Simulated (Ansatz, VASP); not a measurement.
# One calculation of HfO2, two programs

Contents of INCAR:

```
SYSTEM = HfO2
  ALGO = Normal
  EDIFF = 1E-6
  ENCUT = 520
  GGA = RE
  ISIF = 2
  ISMEAR = -1
  LASPH = .True.
  LCHARG = .False.
  LREAL = .False.
  LWAVE = .False.
  NBANDS = 56
  NELM = 80
  PREC = Accurate
  SIGMA = 0.05
```

KPOINTS

```
k-points
0
Gamma
  5 6 5
  0 0 0
```

Contents of POSCAR:

```
HfO2
1.0
    5.2540303499      0.0000000000      0.0000000000
    0.0000000000      5.0379087863      0.0000000000
    0.0000000000      0.0000000000      5.0660150614
Hf O
4 8
Direct
    0.9669940000      0.7325208200      0.7414403500
    0.5330060000      0.7325208200      0.2414403500
    0.4669940000      0.2674791800      0.7414403500
    0.0330060000      0.2674791800      0.2414403500
    0.6321274500      0.9286454000      0.8792672600
    0.8678725500      0.9286454000      0.3792672600
    0.2339485200      0.5398830500      0.4922923900
    0.2660514800      0.5398830500      0.9922923900
    0.7660514800      0.4601169500      0.9922923900
    0.7339485200      0.4601169500      0.4922923900
    0.1321274500      0.0713546000      0.8792672600
    0.3678725500      0.0713546000      0.3792672600
```

The input input.yaml:

```yaml
crystal:
  lattice:
    - [5.2540303499, 0.0, 0.0]
    - [0.0, 5.0379087863, 0.0]
    - [0.0, 0.0, 5.0660150614]
  atoms:
    - { symbol: Hf, position: [0.966994, 0.73252082, 0.74144035] }
    - { symbol: Hf, position: [0.533006, 0.73252082, 0.24144035] }
    - { symbol: Hf, position: [0.466994, 0.26747918, 0.74144035] }
    - { symbol: Hf, position: [0.033006, 0.26747918, 0.24144035] }
    - { symbol: O, position: [0.63212745, 0.9286454, 0.87926726] }
    - { symbol: O, position: [0.86787255, 0.9286454, 0.37926726] }
    - { symbol: O, position: [0.23394852, 0.53988305, 0.49229239] }
    - { symbol: O, position: [0.26605148, 0.53988305, 0.99229239] }
    - { symbol: O, position: [0.76605148, 0.46011695, 0.99229239] }
    - { symbol: O, position: [0.73394852, 0.46011695, 0.49229239] }
    - { symbol: O, position: [0.13212745, 0.0713546, 0.87926726] }
    - { symbol: O, position: [0.36787255, 0.0713546, 0.37926726] }
hamiltonian:
  xc: revpbe
  pseudopotentials: { kind: paw }
kpoints:
  mp_grid: { grid: [5, 6, 5] }
scf:
  occupations: { method: fermi_dirac, width: 0.05 }
output:
  forces: true
  stress: true
  eigenvalues: true
  write_density: true
  write_potential: true
  elf: true
  volumetric_format: npy
```

Alike in both runs: task single point; functional revPBE; k mesh 5 × 6 × 5; occupations fermi-dirac, width 0.05 eV; no spin polarisation.

|  | VASP | Ansatz |
| --- | --- | --- |
| version | VASP 6.6.1 | Ansatz 0.2.0 |
| potentials or method | VASP PAW PBE potentials, release 64 (Hf_pv, O) | Ansatz PAW |
| plane-wave cutoff (eV) | 520 | 420 |
| valence electrons in the cell | 88 | 152 |

VASP gave:

* gap on the k mesh at the Fermi level (eV): 4.43
* least direct gap on the mesh (eV): 4.63
* pressure (GPa): 4.7
* traceless stress, the component that is largest in VASP (GPa): 0.03
* rms of the force components (eV/Å): 0.019

Problem. Estimate Ansatz's values.

Solution. gap on the k mesh at the Fermi level (eV): 4.48; least direct gap on the mesh (eV): 4.67; pressure (GPa): 8.1; traceless stress, the component that is largest in VASP (GPa): 0.11; rms of the force components (eV/Å): 0.033.

VASP's potentials were made for PBE, not for revPBE. Atom by atom the forces differ by 0.028 eV/Å (rms over components). VASP's potentials hold 88 valence electrons a cell and Ansatz's 152, so a difference there can come from the potentials and not from the codes.

Neither program's run includes spin-orbit coupling. Noted on Ansatz's run: odd divisions of the mesh miss points on the zone boundary, where band edges often lie, so the gap on the mesh can be too wide.
